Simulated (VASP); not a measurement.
Wanted: the native input for a VASP 6.6.1 run.

| Item | Value |
| --- | --- |
| Task | single point |
| Functional | PBEsol |
| Potentials or basis | VASP PAW PBE potentials, release 64 (K_sv) |
| Cutoff | 520 eV |
| k mesh | 10 × 10 × 10 |
| Occupations | fermi-dirac, width 0.08 eV |
| Spin | no spin polarisation |
| Dipole correction | no |
| Further INCAR settings | ALGO = Normal; EDIFF = 1e-07; NBANDS = 10 |

The structure of K lies in POSCAR:

```
K
1.0
   -2.5645564326      2.5645564326      2.5645564326
    2.5645564326     -2.5645564326      2.5645564326
    2.5645564326      2.5645564326     -2.5645564326
K
1
Direct
    0.0000000000      0.0000000000      0.0000000000
```

These files were run (other wordings do the same):

INCAR

```
PREC = Accurate
ENCUT = 520
EDIFF = 1E-7
ISMEAR = -1
SIGMA = 0.08
LREAL = False
LASPH = True
NELM = 80
ALGO = Normal
ISIF = 2
LWAVE = False
LCHARG = True
GGA = PS
LELF = True
LVHAR = True
NBANDS = 10
```

KPOINTS

```
regular mesh
0
Gamma
  10 10 10
```

Potentials or basis: VASP PAW PBE potentials, release 64 (K_sv).

Launch:

```sh
$ cat potpaw_PBE.64/K_sv/POTCAR > POTCAR
$ mpirun -np 1 vasp_std > vasp.out
```

It gave:

* Pressure: 0.2 GPa
* Band gap on the k mesh: zero (an odd number of electrons rules out a gap without spin polarisation)

Caveat: the PAW data sets were made with another functional, which shifts forces and pressure a little.

Wall time 52 s on 1 thread of AMD EPYC 7R13, with other jobs on the host, peak memory 0.18 GiB.
